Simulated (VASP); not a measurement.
# SnO2: single point with PBE

Crystal: SnO2.

```
Sn O
1.0
     1.60227    0.92507    4.87415
    -1.60227    0.92507    4.87415
     0.00000   -1.85014    4.87415
Sn O
1 2
Cartesian
  0.0000 0.0000 7.3112
  0.0000 0.0000 3.2661
  0.0000 0.0000 11.3564
```

This cell differs from its parent crystal: atoms shifted along a free coordinate.

```json
{
 "Program": "VASP 6.6.1",
 "Task": "single point",
 "Functional": "PBE",
 "Potentials or basis": "VASP PAW PBE potentials, release 64 (Sn_d, O)",
 "Cutoff": "520 eV",
 "k mesh": "12 × 12 × 12",
 "Occupations": "gaussian, width 0.05 eV",
 "Spin": "no spin polarisation",
 "Dipole correction": "no",
 "Further INCAR settings": "ALGO = Normal; EDIFF = 1e-07; NBANDS = 20"
}
```

```yaml
Pressure: 21.7 GPa
Largest_force: 2.978 eV/Å
Band_gap_on_the_k_mesh: 2.49 eV (least direct gap 3.31 eV)
```

Forces in eV/Å, atoms in the order of the input:
```
Sn   0.000  0.000  0.000
O    0.000  0.000  2.978
O    0.000  0.000 -2.978
```

Stress tensor (GPa, compression positive):
```
23.77  0.00  0.00
 0.00 23.77  0.00
 0.00  0.00 17.68
```

Levels at points of the mesh, in eV from the valence-band top:
| k point | band 11 | band 12 | band 13 | band 14 | band 15 | band 16 |
| --- | --- | --- | --- | --- | --- | --- |
| (0.00, 0.00, 0.00) | -1.23 | -1.23 | -0.83 | 2.49 | 6.52 | 10.54 |
| (0.50, 0.00, 0.00) | -1.10 | -0.51 | -0.38 | 6.48 | 8.26 | 9.70 |
| (0.50, 0.50, 0.00) | -0.92 | -0.32 | -0.20 | 6.33 | 7.35 | 10.50 |
| (0.50, 0.50, 0.50) | -1.61 | -1.22 | -1.22 | 3.52 | 6.20 | 10.65 |

Run time: 3.2 min on 1 thread of Intel(R) Xeon(R) 6975P-C (Granite Rapids), with other jobs on the host, peak memory 0.33 GiB.

Caveat: the cell differs from its parent crystal (atoms shifted along a free coordinate); the cell stands under pressure; spin-orbit coupling is left out, which moves the levels of the heavy elements; forces of over 1 eV/Å act on the atoms, so gaps and moduli don't describe the material at rest. A k mesh can miss the band edges.
